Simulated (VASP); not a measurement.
Input of a VASP 6.6.1 run:

The input POSCAR:

```
BN
1.0
    7.8606340000      0.0000000000      0.0000000000
    0.0000000000      7.8606340000      0.0000000000
    0.0000000000      0.0000000000      7.8606340000
B N
32 32
Direct
    0.3329350000      0.8769460000      0.0332190000
    0.5144190000      0.2519610000      0.4736620000
    0.0565550000      0.4047170000      0.9391590000
    0.8118460000      0.2908540000      0.4763970000
    0.4421640000      0.1921140000      0.1396260000
    0.2414530000      0.1959130000      0.3084760000
    0.7869910000      0.4860520000      0.2566140000
    0.3463700000      0.5034670000      0.3975050000
    0.1747100000      0.1091530000      0.9770500000
    0.0765030000      0.3073880000      0.4541120000
    0.3543810000      0.4619070000      0.0357870000
    0.0366900000      0.9913930000      0.4669940000
    0.4805720000      0.0508000000      0.8454140000
    0.9855030000      0.1697520000      0.7277990000
    0.8594150000      0.6513830000      0.9816680000
    0.9133230000      0.1624330000      0.2276010000
    0.8335370000      0.9785670000      0.9377100000
    0.1827340000      0.9153730000      0.7321610000
    0.1970940000      0.6332230000      0.6448030000
    0.4452750000      0.5693140000      0.7657840000
    0.5911360000      0.4937950000      0.0468610000
    0.6658960000      0.7916350000      0.7645990000
    0.9282050000      0.6937730000      0.4653850000
    0.9452540000      0.4887000000      0.6938410000
    0.9545800000      0.8662820000      0.1968470000
    0.2838870000      0.3094980000      0.7679720000
    0.3720370000      0.7072600000      0.3190250000
    0.1482110000      0.6497300000      0.1119280000
    0.6316220000      0.5556260000      0.5115650000
    0.6908900000      0.0880000000      0.6823280000
    0.4883350000      0.9883360000      0.3255600000
    0.4632340000      0.8201720000      0.5871080000
    0.9027730000      0.0223050000      0.1085490000
    0.4233090000      0.2074360000      0.7909070000
    0.9890320000      0.7194390000      0.1012890000
    0.9736080000      0.8479740000      0.3792510000
    0.5460480000      0.0410620000      0.1620870000
    0.6784130000      0.1906380000      0.5346540000
    0.4652150000      0.5736190000      0.9390790000
    0.5690530000      0.9419500000      0.7040540000
    0.1748220000      0.4813220000      0.0511040000
    0.2107200000      0.3815920000      0.3755190000
    0.4995360000      0.9544350000      0.0084390000
    0.0168870000      0.6331980000      0.6074510000
    0.7395150000      0.5622270000      0.1019520000
    0.9561790000      0.3230680000      0.5988100000
    0.7927280000      0.8034830000      0.8848660000
    0.0727240000      0.0214690000      0.6398270000
    0.2584970000      0.1522530000      0.1302090000
    0.8204600000      0.1068820000      0.8055470000
    0.2908260000      0.7567340000      0.1652030000
    0.2896550000      0.4858900000      0.7040680000
    0.8238850000      0.3130050000      0.2856550000
    0.5827870000      0.6510400000      0.6645230000
    0.4876490000      0.8240760000      0.4010240000
    0.9191650000      0.4985750000      0.8701990000
    0.7826480000      0.5841870000      0.4198220000
    0.1119850000      0.2440430000      0.8561090000
    0.0484160000      0.1415830000      0.3615910000
    0.2038270000      0.9409280000      0.9101700000
    0.5049450000      0.4325930000      0.4557070000
    0.4839970000      0.3621020000      0.1152490000
    0.3974160000      0.1342030000      0.4042660000
    0.2879730000      0.7896790000      0.6481000000
```

The input INCAR.step1:

```
SYSTEM = BN
PREC = Accurate ; ENCUT = 520
EDIFF = 1E-5 ; ISMEAR = -1
SIGMA = 0.05 ; LREAL = Auto
LASPH = .TRUE. ; NELM = 100
ALGO = Normal ; ISIF = 2
LWAVE = .TRUE. ; LCHARG = .FALSE.
NBANDS = 166 ; GGA = PE
```

INCAR.step2

```
SYSTEM = BN
PREC = Accurate ; ENCUT = 520
EDIFF = 1E-6 ; ISMEAR = -1
SIGMA = 0.05 ; LREAL = Auto
LASPH = .TRUE. ; NELM = 100
ALGO = Normal ; ISIF = 2
LWAVE = .FALSE. ; LCHARG = .FALSE.
GGA = PE ; LHFCALC = .TRUE.
HFSCREEN = 0.2079 ; PRECFOCK = Fast
NBANDS = 166 ; ISTART = 1
```

The input KPOINTS:

```
Automatic mesh
0
G
  1 1 1
  0 0 0
```

Potentials or basis: VASP PAW PBE potentials, release 64 (B, N).

Launch:

```console
$ cat potpaw_PBE.64/B/POTCAR potpaw_PBE.64/N/POTCAR > POTCAR
$ cp INCAR.step1 INCAR
$ mpirun -np 1 vasp_gam > vasp.out
$ cp INCAR.step2 INCAR
$ mpirun -np 1 vasp_gam > vasp.out
```

Question: Estimate the band gap on the k mesh.

Answer: 3.63 eV.

Question: Predict the largest force.

Answer: 0.466 eV/Å.

Question: Estimate the pressure.

Answer: 14.1 GPa.

Stress tensor (GPa, compression positive):
```
16.80 -2.48 -0.65
-2.48  9.44  0.53
-0.65  0.53 16.10
```

Caveat: the k points lie up to 0.80 Å⁻¹ apart; the PAW data sets were made with another functional, which shifts forces and pressure a little.
